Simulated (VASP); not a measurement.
A run of VASP 6.6.1 is set up as follows.

The input INCAR:

```
SYSTEM = PbS
PREC = Accurate
ENCUT = 520
EDIFF = 1E-7
ISMEAR = -1
SIGMA = 0.026
LREAL = Auto
LASPH = .TRUE.
NELM = 60
ALGO = Normal
ISIF = 2
LWAVE = .FALSE.
LCHARG = .TRUE.
GGA = PS
LELF = .TRUE.
LVHAR = .TRUE.
NBANDS = 94
```

File KPOINTS:

```
Automatic mesh
0
G
  2 2 2
  0 0 0
```

POSCAR

```
PbS
1.0
    5.9017640000     -5.9301870000      0.5763730000
    5.9017640000      5.9301870000      0.5763730000
   -0.5828540000      0.0000000000      5.9185640000
Pb S
8 8
Direct
    0.3754611412      0.3757209981      0.7509422720
    0.1221874024      0.1263331402      0.2521722278
    0.3768583378      0.8732813005      0.7529674878
    0.1265451782      0.6267848840      0.2499498007
    0.8756450936      0.3733767840      0.7463453151
    0.6286720938      0.1286553152      0.2492950873
    0.8692515673      0.8744655682      0.7512258925
    0.6263865962      0.6230757394      0.2560020717
    0.1183858936      0.1254381164      0.7423107064
    0.3719610215      0.3676591335      0.2554526592
    0.1199728760      0.6220816628      0.7379717106
    0.3689727908      0.8750155176      0.2540609051
    0.6237878657      0.1262200824      0.7436749301
    0.8743250332      0.3847703193      0.2372388698
    0.6341353099      0.6154800803      0.7381164466
    0.8674030302      0.8748397266      0.2665789059
```

Potentials or basis: VASP PAW PBE potentials, release 64 (Pb_d, S).

The run is started by

```sh
$ cat potpaw_PBE.64/Pb_d/POTCAR potpaw_PBE.64/S/POTCAR > POTCAR
$ mpirun -np 1 vasp_std > vasp.out
```

Question: What does it give for the pressure?

Answer: 0.0 GPa.

Question: Predict the largest force.

Answer: 0.374 eV/Å.

Question: Predict the band gap on the k mesh.

Answer: 0.26 eV.

Forces in eV/Å, atoms in the order of the input:
```
Pb  -0.054  0.024 -0.043
Pb   0.041 -0.135  0.091
Pb   0.017  0.095 -0.047
Pb   0.039  0.011  0.100
Pb   0.085 -0.074  0.029
Pb  -0.068  0.026  0.065
Pb   0.129 -0.129 -0.047
Pb   0.034  0.070  0.060
S    0.080 -0.357 -0.078
S   -0.039  0.059  0.032
S    0.091  0.016 -0.053
S    0.136  0.124  0.005
S   -0.218  0.062 -0.106
S   -0.151  0.030  0.114
S   -0.068  0.271 -0.072
S   -0.053 -0.094 -0.050
```

Caveat: the k points lie up to 0.53 Å⁻¹ apart; the atoms stand as in a frame of molecular dynamics; the PAW data sets were made with another functional, which shifts forces and pressure a little; spin-orbit coupling is left out, which moves the levels of the heavy elements. A k mesh can miss the band edges.
